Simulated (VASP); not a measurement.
# BaTiO3 (P4mm) in VASP: a series of runs

Aim: see how the results for BaTiO3 move with the level of theory and the settings. Levels: RPBE+D3(BJ), r2SCAN, revPBE, PBE. Tasks: single point.

Program: VASP 6.6.1. These are calculated values, not measurements. Logs are shortened: lines on timing, memory, paths and dates and some standing lists are left out, and cuts for length are marked.

## (1) The cell of the first run

Symmetry: P4mm, No. 99, tetragonal system. Conventional cell: a = 3.946 Å, b = 3.946 Å, c = 3.964 Å, α = 90.00°, β = 90.00°, γ = 90.00°. Within 3.6 Å of Ba (site symmetry 4mm) lie 12 O at 2.75 to 2.84 Å and 8 Ti at 3.40 to 3.45 Å. Within 2.5 Å of Ti (site symmetry 4mm) lie 6 O at 1.87 to 2.10 Å. Within 2.6 Å of O (site symmetry 2mm) lie 2 Ti at 1.98 Å. Within 2.5 Å of O (site symmetry 4mm) lie 2 Ti at 1.87 to 2.10 Å.

## (2) Single point, RPBE+D3(BJ)

INCAR

```
PREC     = Accurate       # precision mode
ENCUT    = 910            # plane-wave cutoff, eV
EDIFF    = 1E-6           # SCF threshold, eV
ISMEAR   = -1             # smearing method
SIGMA    = 0.05           # smearing width, eV
LREAL    = False          # projectors in reciprocal space
LASPH    = True           # aspherical terms in the spheres
NELM     = 120            # most SCF steps
ALGO     = Normal         # electronic algorithm
ISIF     = 2              # what is computed and relaxed
LWAVE    = False          # write WAVECAR
LCHARG   = True           # write CHGCAR
GGA      = RP             # functional
IVDW     = 12             # dispersion correction
LELF     = True           # ELF
LVHAR    = True         
NBANDS   = 28             # bands
GGA_COMPAT= False
```

KPOINTS

```
Automatic mesh
0
Gamma
  7 7 7
```

POSCAR

```
BaTiO3
1.0
    3.9457420220      0.0000000000      0.0000000000
    0.0000000000      3.9457420220      0.0000000000
    0.0000000000      0.0000000000      3.9636960459
Ba Ti O
1 1 3
Direct
    0.0000000000      0.0000000000      0.0000000000
    0.5000000000      0.5000000000      0.4900000000
    0.0000000000      0.5000000000      0.5170000000
    0.5000000000      0.0000000000      0.5170000000
    0.5000000000      0.5000000000      0.0190000000
```

Potentials or basis: VASP PAW PBE potentials, release 64 (Ba_sv, Ti_sv, O_h).

Run with:

```
$ cat potpaw_PBE.64/Ba_sv/POTCAR potpaw_PBE.64/Ti_sv/POTCAR potpaw_PBE.64/O_h/POTCAR > POTCAR
$ mpirun -np 1 vasp_std > vasp.out
```

OUTCAR:

```text
PREC = Accurate
   ENCUT = 910
   EDIFF = 1E-6
   ISMEAR = -1
   LREAL = False
   LASPH = True
   NELM = 120
   ISIF = 2
   GGA = RP
   IVDW = 12
 IVDW          = 12

 ion  position               nearest neighbor table
   1  0.000  0.000  0.000-   3 2.75   4 2.75   3 2.75   4 2.75   5 2.79   5 2.79   5 2.79   5 2.79
                             4 2.84   3 2.84   4 2.84   3 2.84   2 3.40   2 3.40   2 3.40   2 3.40
   2  0.500  0.500  0.490-   5 1.87   4 1.98   3 1.98   4 1.98   3 1.98   5 2.10   1 3.40   1 3.40
                             1 3.40   1 3.40   1 3.45   1 3.45   1 3.45   1 3.45
   3  0.000  0.500  0.517-   2 1.98   2 1.98   1 2.75   1 2.75   1 2.84   1 2.84
   4  0.500  0.000  0.517-   2 1.98   2 1.98   1 2.75   1 2.75   1 2.84   1 2.84
   5  0.500  0.500  0.019-   2 1.87   2 2.10   1 2.79   1 2.79   1 2.79   1 2.79

  LATTYP: Found a simple tetragonal cell.
 ALAT       =     3.9457420220
 C/A-ratio  =     1.0045502275

  Lattice vectors:

 A1 = (   3.9457420220,   0.0000000000,   0.0000000000)
 A2 = (   0.0000000000,   3.9457420220,   0.0000000000)
 A3 = (   0.0000000000,   0.0000000000,   3.9636960459)

Analysis of symmetry for initial positions (statically):
=====================================================================
 Subroutine PRICEL returns:
 Original cell was already a primitive cell.

 Routine SETGRP: Setting up the symmetry group for a
 simple tetragonal supercell.

 Subroutine GETGRP returns: Found  8 space group operations
 (whereof  8 operations were pure point group operations)
 out of a pool of 16 trial point group operations.

The static configuration has the point symmetry C_4v.

Analysis of symmetry for dynamics (positions and initial velocities):
=====================================================================
 Subroutine PRICEL returns:
 Original cell was already a primitive cell.

 Routine SETGRP: Setting up the symmetry group for a
 simple tetragonal supercell.

 Subroutine GETGRP returns: Found  8 space group operations
 (whereof  8 operations were pure point group operations)
 out of a pool of 16 trial point group operations.

The dynamic configuration has the point symmetry C_4v.

 Subroutine INISYM returns: Found  8 space group operations
 (whereof  8 operations are pure point group operations),
 and found     1 'primitive' translations

----------------------------------------------------------------------------------------

                                     Primitive cell

  volume of cell :      61.7103

  direct lattice vectors                    reciprocal lattice vectors
     3.945742022  0.000000000  0.000000000     0.253437755  0.000000000  0.000000000
     0.000000000  3.945742022  0.000000000     0.000000000  0.253437755  0.000000000
     0.000000000  0.000000000  3.963696046     0.000000000  0.000000000  0.252289779

  length of vectors
     3.945742022  3.945742022  3.963696046     0.253437755  0.253437755  0.252289779

  position of ions in fractional coordinates (direct lattice)
     0.000000000  0.000000000  0.000000000
     0.500000000  0.500000000  0.490000000
     0.000000000  0.500000000  0.517000000
     0.500000000  0.000000000  0.517000000
     0.500000000  0.500000000  0.019000000

  ion indices of the primitive-cell ions
   primitive index   ion index
                 1           1
                 2           2
                 3           3
                 4           4
                 5           5

----------------------------------------------------------------------------------------

 KPOINTS: Automatic mesh

Automatic generation of k-mesh.
 Grid dimensions read from file:
 generate k-points for:    7    7    7

 Generating k-lattice:

  Cartesian coordinates                     Fractional coordinates (reciprocal lattice)
     0.036205394  0.000000000  0.000000000     0.142857143  0.000000000  0.000000000
     0.000000000  0.036205394  0.000000000     0.000000000  0.142857143  0.000000000
     0.000000000  0.000000000  0.036041397     0.000000000  0.000000000  0.142857143

  Length of vectors
     0.036205394  0.036205394  0.036041397

  Shift w.r.t. Gamma in fractional coordinates (k-lattice)
     0.000000000  0.000000000  0.000000000

 Subroutine IBZKPT returns following result:
 ===========================================

 Found     40 irreducible k-points:

 Following reciprocal coordinates:
            Coordinates               Weight
  0.000000  0.000000  0.000000      1.000000
  0.142857  0.000000  0.000000      4.000000
  0.285714  0.000000  0.000000      4.000000
  0.428571  0.000000  0.000000      4.000000
  0.142857  0.142857  0.000000      4.000000
  0.285714  0.142857  0.000000      8.000000
[... 16 lines left out ...]
  0.285714  0.000000  0.285714      8.000000
  0.428571  0.000000  0.285714      8.000000
 [... further k-points ...]
   k-points           NKPTS =     40   k-points in BZ     NKDIM =     40   number of bands    NBANDS=     28
   number of dos      NEDOS =    301   number of ions     NIONS =      5
   total plane-waves  NPLWV =  64000
   dimension x,y,z NGX =    40 NGY =   40 NGZ =   40
   dimension x,y,z NGXF=    80 NGYF=   80 NGZF=   80
   ions per type =               1   1   3
   NGX,Y,Z   is equivalent  to a cutoff of  16.85, 16.85, 16.78 a.u.
   NGXF,Y,Z  is equivalent  to a cutoff of  33.71, 33.71, 33.55 a.u.
 SYSTEM =  unknown system
   PREC   = accura    normal or accurate (medium, high low for compatibility)
   ISTART =      0    job   : 0-new  1-cont  2-samecut
   ICHARG =      2    charge: 1-file 2-atom 10-const
   ISPIN  =      1    spin polarized calculation?
   LNONCOLLINEAR =      F non collinear calculations
   LSORBIT =      F    spin-orbit coupling
   LASPH  =      T    aspherical Exc in radial PAW
   ENCUT  =  910.0 eV  66.88 Ry    8.18 a.u.   9.71  9.71  9.75*2*pi/ulx,y,z
   NELM   =    120;   NELMIN=  2; NELMDL= -5     # of ELM steps
   EDIFF  = 0.1E-05   stopping-criterion for ELM
   LREAL  =      F    real-space projection
   EDIFFG = 0.1E-04   stopping-criterion for IOM
   NSW    =      0    number of steps for IOM
   IBRION =     -1    ionic relax: 0-MD 1-quasi-New 2-CG
   NFREE  =      0    steps in history (QN), initial steepest desc. (CG)
   ISIF   =      2    stress and relaxation
   ISYM   =      2    0-nonsym 1-usesym 2-fastsym
   POTIM  = 0.5000    time-step for ionic-motion
   TEBEG  =    0.0;   TEEND  =   0.0 temperature during run
   PSTRESS=    0.0 pullay stress
   NELECT =      40.0000    total number of electrons
   NUPDOWN=      -1.0000    fix difference up-down
   EMIN   =  10.00;   EMAX   =-10.00  energy-range for DOS
   EFERMI =   0.00;   METHOD = LEGACY
   ISMEAR =    -1;   SIGMA  =   0.05  broadening in eV -4-tet -1-fermi 0-gaus
   EFERMI_NEDOS =   21; number of points for ismear=-14 and -15
   IALGO  =     38    algorithm
   IMIX   =      4    mixing-type and parameters
     AMIX     =   0.40;   BMIX     =  1.00
     AMIX_MAG =   1.60;   BMIX_MAG =  1.00
  volume/ion in A,a.u.               =      12.34        83.29
  Fermi-wavevector in a.u.,A,eV,Ry     =   1.416801  2.677366 27.311324  2.007326
  Thomas-Fermi vector in A             =   2.538098
   LORBIT       =      0    0 simple, 1 ext, 2 COOP (PROOUT), +10 PAW based schemes
   GGA     = RP    functional components
   LHFCALC =     F    Hartree Fock is set to
   AEXX    =    0.0000 exact exchange contribution
   IVDW    =    12    specifies the selected vdW correction
   LEPSILON=     F    determine dielectric tensor
   LRPA    =     F    only Hartree local field effects (RPA)
 non-spin polarized calculation
  energy-cutoff  :      910.00
  volume of cell :       61.71
 maximum number of plane-waves:      3887
 NGX is ok and might be reduce to    40
   NGX = 19   NGY = 19   NGZ = 19

 number of electron      40.0000003 magnetization

 Free energy of the ion-electron system (eV)
  ---------------------------------------------------
  ext. energy  EPLUGINS =         0.00000000
  ---------------------------------------------------
  free energy    TOTEN  =       -37.69841965 eV

  energy without entropy =      -37.69841965  energy(sigma->0) =      -37.69841965

 E-fermi :   5.6223     XC(G=0): -11.2616

 val. band max:        4.5789819679   @ k =   0.4286   0.4286   0.4286
 cond. band min:       6.5756321801   @ k =   0.0000   0.0000   0.0000
 fundamental gap:      1.9966502122
 Fermi energy:         5.6223333720

 k-point     1 :       0.0000    0.0000    0.0000
  band No.  band energies     occupation
      1     -51.8979      2.00000
      2     -28.0918      2.00000
      3     -28.0567      2.00000
      4     -28.0567      2.00000
      5     -20.1378      2.00000
      6     -12.4216      2.00000
[... 20 lines left out ...]
     27       9.8803      0.00000
     28      12.5949      0.00000

 k-point     2 :       0.1429    0.0000    0.0000
  band No.  band energies     occupation
      1     -51.8977      2.00000
      2     -28.0913      2.00000
      3     -28.0689      2.00000
      4     -28.0563      2.00000
      5     -20.1108      2.00000
      6     -12.4472      2.00000
[... 20 lines left out ...]
     27      10.2756      0.00000
     28      13.0814      0.00000

 k-point     3 :       0.2857    0.0000    0.0000
  band No.  band energies     occupation
      1     -51.8972      2.00000
      2     -28.0963      2.00000
      3     -28.0902      2.00000
      4     -28.0552      2.00000
      5     -20.0487      2.00000
      6     -12.5741      2.00000
[... 20 lines left out ...]
     27      11.3018      0.00000
     28      13.1806      0.00000

 k-point     4 :       0.4286    0.0000    0.0000
  band No.  band energies     occupation
      1     -51.8967      2.00000
      2     -28.1180      2.00000
      3     -28.0894      2.00000
      4     -28.0544      2.00000
      5     -19.9976      2.00000
      6     -12.7094      2.00000
[... 578 lines left out ...]
     27      11.6978      0.00000
     28      13.4617      0.00000

 k-point    23 :       0.2857    0.0000    0.2857
  band No.  band energies     occupation
      1     -51.8964      2.00000
      2     -28.1275      2.00000
      3     -28.0941      2.00000
      4     -28.0538      2.00000
      5     -19.9827      2.00000
      6     -12.3819      2.00000
[... 20 lines left out ...]
     27      12.7199      0.00000
     28      13.5630      0.00000

 k-point    24 :       0.4286    0.0000    0.2857
  band No.  band energies     occupation
      1     -51.8960      2.00000
      2     -28.1262      2.00000
      3     -28.1154      2.00000
      4     -28.0530      2.00000
      5     -19.9434      2.00000
      6     -12.3712      2.00000
[... 20 lines left out ...]
     27      13.3762      0.00000
     28      13.8488      0.00000

 [... further k-points ...]

------------------------ aborting loop because EDIFF is reached ----------------------------------------

 Edisp (eV)   -8.37956

 E8    (eV) :    -5.8682

  FORCE on cell =-STRESS in cart. coord.  units (eV):
  Direction    XX          YY          ZZ          XY          YZ          ZX
  --------------------------------------------------------------------------------------
  -------------------------------------------------------------------------------------
  Total      -4.48881    -4.48881    -4.16709     0.00000     0.00000     0.00000
  in kB    -116.54251  -116.54251  -108.18978     0.00000     0.00000     0.00000
  external pressure =     -113.76 kB  Pullay stress =        0.00 kB

 VOLUME and BASIS-vectors are now :
 -----------------------------------------------------------------------------
  energy-cutoff  :      910.00
  volume of cell :       61.71
      direct lattice vectors                 reciprocal lattice vectors
     3.945742022  0.000000000  0.000000000     0.253437755  0.000000000  0.000000000
     0.000000000  3.945742022  0.000000000     0.000000000  0.253437755  0.000000000
     0.000000000  0.000000000  3.963696046     0.000000000  0.000000000  0.252289779

 POSITION                                       TOTAL-FORCE (eV/Angst)
 -----------------------------------------------------------------------------------
      0.00000      0.00000      0.00000         0.000000     -0.000000      0.145462
      1.97287      1.97287      1.94221        -0.000000     -0.000000      0.086292
      0.00000      1.97287      2.04923        -0.000000     -0.000000     -0.114633
      1.97287      0.00000      2.04923        -0.000000      0.000000     -0.114633
      1.97287      1.97287      0.07531        -0.000000      0.000000     -0.002488
 -----------------------------------------------------------------------------------
    total drift:                                0.000000      0.000000     -0.002468

  FREE ENERGIE OF THE ION-ELECTRON SYSTEM (eV)
  ---------------------------------------------------
  free  energy   TOTEN  =       -46.0779802156 eV

  energy  without entropy=      -46.0779802154  energy(sigma->0) =      -46.07798022
```

Wall time 68 s (1 thread of Intel Xeon 6975P-C (Granite Rapids), shared host); peak memory 0.35 GiB.

Results:

```
Free energy                : -46.0780 eV
Pressure                   : -11.4 GPa
Largest force              : 0.145 eV/Å
Band gap on the k mesh     : 2.00 eV (least direct gap 2.15 eV)
Dispersion energy per atom : -1.676 eV
```

Forces in eV/Å, atoms in the order of the input:
```
Ba   0.000  0.000  0.145
Ti   0.000  0.000  0.086
O    0.000  0.000 -0.115
O    0.000  0.000 -0.115
O    0.000  0.000 -0.002
```

Levels at points of the mesh, in eV from the valence-band top:
```
           k point  band 16  band 17  band 18  band 19  band 20  band 21  band 22  band 23  band 24  band 25
(0.00, 0.00, 0.00)    -1.19    -1.09    -0.17    -0.16    -0.16     2.00     2.22     2.22     4.34     4.44
```

Caveat: the cutoff is under 1.25 times the usual one of these potentials, so pressure, stress and relaxed cells hold a basis-set (Pulay) error; the cell stands under tension; the PAW data sets were made with another functional, which shifts forces and pressure a little; spin-orbit coupling is left out, which moves the levels of the heavy elements; an odd mesh through Γ misses points on the zone boundary, where band edges can lie.

(Continued in part 2 of 2.)
